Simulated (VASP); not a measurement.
# Ge (Fd-3m) in VASP: further runs

The runs below take Ge through density of states, elastic constants, with SVWN5, PBE.

Everything below comes from runs of VASP 6.6.1. Logs are shortened: lines on timing, memory, paths and dates and some standing lists are left out, and cuts for length are marked.

**1. The cell of the first run**

It takes space group Fd-3m (No. 227, cubic). The conventional cell has a = 5.658 Å, b = 5.658 Å, c = 5.658 Å, α = 90.00°, β = 90.00°, γ = 90.00°. Within 3.2 Å of Ge (site symmetry -43m) lie 4 Ge at 2.45 Å.

**2. Density of states, SVWN5**

Input file POSCAR:

```
Ge
1.0
    0.0000000000      2.8289100000      2.8289100000
    2.8289100000      0.0000000000      2.8289100000
    2.8289100000      2.8289100000      0.0000000000
Ge
2
Direct
    0.7500000000      0.7500000000      0.7500000000
    0.5000000000      0.5000000000      0.5000000000
```

Input file INCAR.step1:

```
PREC = Accurate
ENCUT = 520
EDIFF = 1E-7
ISMEAR = 1
SIGMA = 0.1
LREAL = False
LASPH = True
NELM = 100
ALGO = Normal
ISIF = 2
LWAVE = False
LCHARG = True
GGA = VW
NBANDS = 21
```

Input file KPOINTS.step1:

```
regular mesh
0
Gamma
  8 8 8
```

Input file INCAR.step2:

```
PREC = Accurate
ENCUT = 520
EDIFF = 1E-7
ISMEAR = -5
SIGMA = 0.1
LREAL = False
LASPH = True
NELM = 100
ALGO = Normal
ISIF = 2
LWAVE = False
LCHARG = False
GGA = VW
LORBIT = 11
NEDOS = 1001
ICHARG = 11
```

Input file KPOINTS.step2:

```
regular mesh
0
Gamma
  12 12 12
```

Potentials or basis: VASP PAW PBE potentials, release 64 (Ge_d).

Launch:

```bash
> cat potpaw_PBE.64/Ge_d/POTCAR > POTCAR
> cp INCAR.step1 INCAR
> cp KPOINTS.step1 KPOINTS
> mpirun -np 1 vasp_std > vasp.out
> cp INCAR.step2 INCAR
> cp KPOINTS.step2 KPOINTS
> mpirun -np 1 vasp_std > vasp.out
```

OUTCAR:

```text
PREC = Accurate
   ENCUT = 520
   EDIFF = 1E-7
   ISMEAR = -5
   LREAL = False
   LASPH = True
   NELM = 100
   ISIF = 2
   GGA = VW
   LORBIT = 11
   ICHARG = 11

 ion  position               nearest neighbor table
   1  0.750  0.750  0.750-   2 2.45   2 2.45   2 2.45   2 2.45
   2  0.500  0.500  0.500-   1 2.45   1 2.45   1 2.45   1 2.45

  LATTYP: Found a face centered cubic cell.
 ALAT       =     5.6578200000

  Lattice vectors:

 A1 = (   0.0000000000,   2.8289100000,   2.8289100000)
 A2 = (   2.8289100000,   0.0000000000,   2.8289100000)
 A3 = (   2.8289100000,   2.8289100000,   0.0000000000)

Analysis of symmetry for initial positions (statically):
=====================================================================
 Subroutine PRICEL returns:
 Original cell was already a primitive cell.

 Routine SETGRP: Setting up the symmetry group for a
 face centered cubic supercell.

 Subroutine GETGRP returns: Found 48 space group operations
 (whereof 24 operations were pure point group operations)
 out of a pool of 48 trial point group operations.

The static configuration has the point symmetry T_d .
 The point group associated with its full space group is O_h .

Analysis of symmetry for dynamics (positions and initial velocities):
=====================================================================
 Subroutine PRICEL returns:
 Original cell was already a primitive cell.

 Routine SETGRP: Setting up the symmetry group for a
 face centered cubic supercell.

 Subroutine GETGRP returns: Found 48 space group operations
 (whereof 24 operations were pure point group operations)
 out of a pool of 48 trial point group operations.

The dynamic configuration has the point symmetry T_d .
 The point group associated with its full space group is O_h .

 Subroutine INISYM returns: Found 48 space group operations
 (whereof 24 operations are pure point group operations),
 and found     1 'primitive' translations

----------------------------------------------------------------------------------------

                                     Primitive cell

  volume of cell :      45.2780

  direct lattice vectors                    reciprocal lattice vectors
     0.000000000  2.828910000  2.828910000    -0.176746521  0.176746521  0.176746521
     2.828910000  0.000000000  2.828910000     0.176746521 -0.176746521  0.176746521
     2.828910000  2.828910000  0.000000000     0.176746521  0.176746521 -0.176746521

  length of vectors
     4.000682889  4.000682889  4.000682889     0.306133954  0.306133954  0.306133954

  position of ions in fractional coordinates (direct lattice)
     0.750000000  0.750000000  0.750000000
     0.500000000  0.500000000  0.500000000

  ion indices of the primitive-cell ions
   primitive index   ion index
                 1           1
                 2           2

----------------------------------------------------------------------------------------

 KPOINTS: regular mesh

Automatic generation of k-mesh.
 Grid dimensions read from file:
 generate k-points for:   12   12   12

 Generating k-lattice:

  Cartesian coordinates                     Fractional coordinates (reciprocal lattice)
    -0.014728877  0.014728877  0.014728877     0.083333333  0.000000000  0.000000000
     0.014728877 -0.014728877  0.014728877     0.000000000  0.083333333  0.000000000
     0.014728877  0.014728877 -0.014728877     0.000000000  0.000000000  0.083333333

  Length of vectors
     0.025511163  0.025511163  0.025511163

  Shift w.r.t. Gamma in fractional coordinates (k-lattice)
     0.000000000  0.000000000  0.000000000

 TETIRR: Found    247 inequivalent tetrahedra from    10368

 Subroutine IBZKPT returns following result:
 ===========================================

 Found     72 irreducible k-points:

 Following reciprocal coordinates:
            Coordinates               Weight
  0.000000  0.000000  0.000000      1.000000
  0.083333  0.000000  0.000000      8.000000
  0.166667  0.000000  0.000000      8.000000
  0.250000  0.000000  0.000000      8.000000
  0.333333  0.000000  0.000000      8.000000
  0.416667  0.000000  0.000000      8.000000
[... 16 lines left out ...]
  0.500000  0.166667  0.000000     24.000000
 -0.416667  0.166667  0.000000     24.000000
 [... further k-points ...]
   k-points           NKPTS =     72   k-points in BZ     NKDIM =     72   number of bands    NBANDS=     18
   number of dos      NEDOS =   1001   number of ions     NIONS =      2
   total plane-waves  NPLWV =  27000
   dimension x,y,z NGX =    30 NGY =   30 NGZ =   30
   dimension x,y,z NGXF=    60 NGYF=   60 NGZF=   60
   ions per type =               2
   NGX,Y,Z   is equivalent  to a cutoff of  12.47, 12.47, 12.47 a.u.
   NGXF,Y,Z  is equivalent  to a cutoff of  24.93, 24.93, 24.93 a.u.
 SYSTEM =  unknown system
   PREC   = accura    normal or accurate (medium, high low for compatibility)
   ISTART =      0    job   : 0-new  1-cont  2-samecut
   ICHARG =     11    charge: 1-file 2-atom 10-const
   ISPIN  =      1    spin polarized calculation?
   LNONCOLLINEAR =      F non collinear calculations
   LSORBIT =      F    spin-orbit coupling
   LASPH  =      T    aspherical Exc in radial PAW
   ENCUT  =  520.0 eV  38.22 Ry    6.18 a.u.   7.44  7.44  7.44*2*pi/ulx,y,z
   NELM   =    100;   NELMIN=  2; NELMDL=  0     # of ELM steps
   EDIFF  = 0.1E-06   stopping-criterion for ELM
   LREAL  =      F    real-space projection
   EDIFFG = 0.1E-05   stopping-criterion for IOM
   NSW    =      0    number of steps for IOM
   IBRION =     -1    ionic relax: 0-MD 1-quasi-New 2-CG
   NFREE  =      0    steps in history (QN), initial steepest desc. (CG)
   ISIF   =      2    stress and relaxation
   ISYM   =      2    0-nonsym 1-usesym 2-fastsym
   POTIM  = 0.5000    time-step for ionic-motion
   TEBEG  =    0.0;   TEEND  =   0.0 temperature during run
   PSTRESS=    0.0 pullay stress
   NELECT =      28.0000    total number of electrons
   NUPDOWN=      -1.0000    fix difference up-down
   EMIN   =  10.00;   EMAX   =-10.00  energy-range for DOS
   EFERMI =   0.00;   METHOD = LEGACY
   ISMEAR =    -5;   SIGMA  =   0.10  broadening in eV -4-tet -1-fermi 0-gaus
   EFERMI_NEDOS =   21; number of points for ismear=-14 and -15
   IALGO  =     38    algorithm
   IMIX   =      4    mixing-type and parameters
     AMIX     =   0.40;   BMIX     =  1.00
     AMIX_MAG =   1.60;   BMIX_MAG =  1.00
  volume/ion in A,a.u.               =      22.64       152.78
  Fermi-wavevector in a.u.,A,eV,Ry     =   1.394756  2.635708 26.468033  1.945346
  Thomas-Fermi vector in A             =   2.518275
   LORBIT       =     11    0 simple, 1 ext, 2 COOP (PROOUT), +10 PAW based schemes
   GGA     = VW    functional components
   LHFCALC =     F    Hartree Fock is set to
   AEXX    =    0.0000 exact exchange contribution
   IVDW    =     0    specifies the selected vdW correction
   LEPSILON=     F    determine dielectric tensor
   LRPA    =     F    only Hartree local field effects (RPA)
 non-spin polarized calculation
 Fermi weights with tetrahedron method with Bloechl corrections
  energy-cutoff  :      520.00
  volume of cell :       45.28
 maximum number of plane-waves:      1243
 NGX is ok and might be reduce to    30

 number of electron      28.0000022 magnetization

 Free energy of the ion-electron system (eV)
  ---------------------------------------------------
  ext. energy  EPLUGINS =         0.00000000
  ---------------------------------------------------
  free energy    TOTEN  =       -10.27146945 eV

  energy without entropy =      -10.27146945  energy(sigma->0) =      -10.27146945

 E-fermi :   4.6826     XC(G=0): -10.2821

 val. band max:        4.6821588125   @ k =   0.0000   0.0000   0.0000
 cond. band min:       4.6821597918   @ k =   0.0000   0.0000   0.0000
 fundamental gap:      0.0000009793
 Fermi energy:         4.6825601026

 k-point     1 :       0.0000    0.0000    0.0000
  band No.  band energies     occupation
      1     -20.0938      2.00000
      2     -20.0938      2.00000
      3     -20.0938      2.00000
      4     -20.0562      2.00000
      5     -20.0562      2.00000
      6     -19.8442      2.00000
[... 10 lines left out ...]
     17       7.2150      0.00000
     18       7.2150      0.00000

 k-point     2 :       0.0833    0.0000    0.0000
  band No.  band energies     occupation
      1     -20.0981      2.00000
      2     -20.0981      2.00000
      3     -20.0927      2.00000
      4     -20.0504      2.00000
      5     -20.0504      2.00000
      6     -19.8506      2.00000
[... 10 lines left out ...]
     17       7.4376      0.00000
     18       7.5833      0.00000

 k-point     3 :       0.1667    0.0000    0.0000
  band No.  band energies     occupation
      1     -20.1058      2.00000
      2     -20.1058      2.00000
      3     -20.0895      2.00000
      4     -20.0387      2.00000
      5     -20.0387      2.00000
      6     -19.8607      2.00000
[... 10 lines left out ...]
     17       7.9053      0.00000
     18       8.7438      0.00000

 k-point     4 :       0.2500    0.0000    0.0000
  band No.  band energies     occupation
      1     -20.1121      2.00000
      2     -20.1121      2.00000
      3     -20.0851      2.00000
      4     -20.0274      2.00000
      5     -20.0274      2.00000
      6     -19.8693      2.00000
[... 375 lines left out ...]
      4     -20.0092      2.00000
      5     -19.9885      2.00000
      6     -19.9226      2.00000
[... 10 lines left out ...]
     17       9.8645      0.00000
     18       9.9208      0.00000

 k-point    23 :       0.5000    0.1667    0.0000
  band No.  band energies     occupation
      1     -20.1353      2.00000
      2     -20.1221      2.00000
      3     -20.0592      2.00000
      4     -20.0003      2.00000
      5     -19.9921      2.00000
      6     -19.9155      2.00000
[... 10 lines left out ...]
     17       9.6375      0.00000
     18      11.0173      0.00000

 k-point    24 :      -0.4167    0.1667    0.0000
  band No.  band energies     occupation
      1     -20.1356      2.00000
      2     -20.1246      2.00000
      3     -20.0535      2.00000
      4     -20.0014      2.00000
      5     -19.9939      2.00000
      6     -19.9019      2.00000
[... 10 lines left out ...]
     17       9.3830      0.00000
     18      12.1350      0.00000

 [... further k-points ...]

------------------------ aborting loop because EDIFF is reached ----------------------------------------

  FORCE on cell =-STRESS in cart. coord.  units (eV):
  Direction    XX          YY          ZZ          XY          YZ          ZX
  --------------------------------------------------------------------------------------
  -------------------------------------------------------------------------------------
  Total       -0.4397365     -0.4397365     -0.4397365      0.0000000      0.0000000      0.0000000
  in kB      -15.5602186    -15.5602186    -15.5602186      0.0000000      0.0000000      0.0000000
  external PRESSURE =     -15.5602186 kB  Pullay stress =       0.0000000 kB

 VOLUME and BASIS-vectors are now :
 -----------------------------------------------------------------------------
  energy-cutoff  :      520.00
  volume of cell :       45.28
      direct lattice vectors                 reciprocal lattice vectors
     0.000000000  2.828910000  2.828910000    -0.176746521  0.176746521  0.176746521
     2.828910000  0.000000000  2.828910000     0.176746521 -0.176746521  0.176746521
     2.828910000  2.828910000  0.000000000     0.176746521  0.176746521 -0.176746521

 POSITION                                       TOTAL-FORCE (eV/Angst)
 -----------------------------------------------------------------------------------
      4.24336      4.24336      4.24336         0.000000      0.000000      0.000000
      2.82891      2.82891      2.82891        -0.000000     -0.000000     -0.000000
 -----------------------------------------------------------------------------------
    total drift:                                0.000000     -0.000000     -0.000000

  FREE ENERGIE OF THE ION-ELECTRON SYSTEM (eV)
  ---------------------------------------------------
  free  energy   TOTEN  =       -10.2714694539 eV

  energy  without entropy=      -10.2714694539  energy(sigma->0) =      -10.27146945

 total charge

# of ion       s       p       d       tot
------------------------------------------
    1        1.131   1.256  10.025  12.411
    2        1.131   1.256  10.025  12.411
--------------------------------------------------
tot          2.261   2.512  20.049  24.822
```

Wall time 70 s (1 thread of Intel Xeon 6975P-C, shared host); peak memory 0.17 GiB.

What came out:

```yaml
Valence_electrons_inside_the_program's_atomic_spheres: Ge 12.41
```

Caveat: the PAW data sets were made with another functional, which shifts forces and pressure a little; tetrahedron occupations give inexact forces and stress in metals.

**3. Elastic constants, PBE**

Input file INCAR:

```
SYSTEM = Ge
PREC = Accurate ; ENCUT = 600
EDIFF = 1E-8 ; ISMEAR = -1
SIGMA = 0.05 ; LREAL = .False.
LASPH = .True. ; NELM = 60
ALGO = Normal ; ISIF = 3
LWAVE = .False. ; LCHARG = .True.
GGA = PE ; IBRION = 6
NFREE = 2 ; POTIM = 0.015
NSW = 1
```

Input file KPOINTS:

```
Automatic mesh
0
Gamma
  7 7 7
  0 0 0
```

POSCAR is that of step 2.

Potentials or basis: VASP PAW PBE potentials, release 64 (Ge_d).

Launch:

```bash
> cat potpaw_PBE.64/Ge_d/POTCAR > POTCAR
> mpirun -np 1 vasp_std > vasp.out
```

Run time: 4.6 min. Hardware: 1 thread of Intel Xeon 6975P-C (Granite Rapids), shared host; peak memory 0.28 GiB.

The run converged. Its results:

```yaml
Elastic_constants_C11_C12_C44: 114, 46, 56 GPa
Voigt_bulk_modulus: 68 GPa
Highest_phonon_frequency_at_Γ: 285 cm⁻¹
```

Phonon frequencies in cm⁻¹ (negative: imaginary):
| q point | frequencies |
| --- | --- |
| (0.000, 0.000, 0.000) | 0 0 0 285 285 285 |

Elastic tensor in Voigt notation (GPa, in the Cartesian axes of the cell as first typed):
```
114  46  46   0   0   0
 46 114  46   0   0   0
 46  46 114   0   0   0
  0   0   0  56   0   0
  0   0   0   0  56   0
  0   0   0   0   0  56
```

Clamped-ion elastic tensor (GPa):
```
114  46  46   0   0   0
 46 114  46   0   0   0
 46  46 114   0   0   0
  0   0   0  84   0   0
  0   0   0   0  84   0
  0   0   0   0   0  84
```

Caveat: the cell is under stress, which shifts elastic constants.
